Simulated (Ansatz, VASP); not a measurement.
# Sn2Se in VASP and in Ansatz

```
Sn Se
1.0
     3.23179    0.00000    0.00000
    -1.61590    2.79882    0.00000
     0.00000    0.00000    8.93924
Sn Se
2 1
Direct
  0.00000 0.00000 0.81561
  0.00000 0.00000 0.18439
  0.00000 0.00000 0.50000
```

Alike in both runs: task relaxation of cell and atoms; functional PBE; k mesh 18 × 18 × 6; occupations gaussian, width 0.1 eV; no spin polarisation.

|  | VASP | Ansatz |
| --- | --- | --- |
| version | VASP 6.6.1 | Ansatz 0.2.0 |
| potentials or method | VASP PAW PBE potentials, release 64 (Sn_d, Se), cutoff 600 eV | scalar-relativistic, plane waves, PAW |
| valence electrons in the cell | 34 | 44 |

|  | VASP | Ansatz | Ansatz less VASP |
| --- | --- | --- | --- |
| gap on the k mesh at the Fermi level, each at its own relaxed structure (eV) | none | none | - |
| relaxed volume (Å³/atom) | 27.02 | 27.04 | +0.021 |
| relaxed cell length with the largest relative difference (Å) | 3.247 | 3.248 | +0.0013 |

A gap of «none» marks a metal or a gap that the smearing closes. VASP's potentials hold 34 valence electrons a cell and Ansatz's 44, so a difference there can come from the potentials and not from the codes.
